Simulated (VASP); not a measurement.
The system is Cl.

```
Cl
1.0
     0.00000    3.07500    3.07500
     3.07500    0.00000    3.07500
     3.07500    3.07500    0.00000
Cl
2
Cartesian
  6.1500 6.1500 6.1500
  1.5375 1.5375 1.5375
```

| Quantity | Value |
| --- | --- |
| Program | VASP 6.6.1 |
| Task | relaxation of cell and atoms |
| Functional | r2SCAN |
| Potentials or basis | VASP PAW PBE potentials, release 64 (Cl) |
| Cutoff | 550 eV |
| k mesh | 6 × 6 × 6 |
| Occupations | fermi-dirac, width 0.05 eV |
| Spin | no spin polarisation |

At the start: pressure 3.3 GPa; volume 29.08 Å³/atom.

Q: Where does the relaxation end?

A: Over 3 steps the energy falls by 34.9 meV/atom and the volume is 32.94 Å³/atom (+13.3 %); space group Fd-3m (No. 227, to 0.1 Å) before and after.

Step by step:
```
step  energy change (eV)  largest force (eV/Å)  pressure (GPa)  volume (Å³)
   1              0.0000                0.0000            3.33        58.15
   2             -0.0645                0.0000            0.79        63.40
   3             -0.0698                0.0000           -0.07        65.89
```

Final structure:
```cif
data_structure
_symmetry_space_group_name_H-M 'P 1'
_symmetry_Int_Tables_number 1
_cell_length_a 4.5335
_cell_length_b 4.5335
_cell_length_c 4.5335
_cell_angle_alpha 60.000
_cell_angle_beta 60.000
_cell_angle_gamma 60.000
_cell_volume 65.89
loop_
_atom_site_label
_atom_site_type_symbol
_atom_site_fract_x
_atom_site_fract_y
_atom_site_fract_z
_atom_site_occupancy
Cl1 Cl 0.00000 0.00000 0.00000 1
Cl2 Cl 0.25000 0.25000 0.25000 1
```

Caveat: the PAW data sets were made with another functional, which shifts forces and pressure a little.
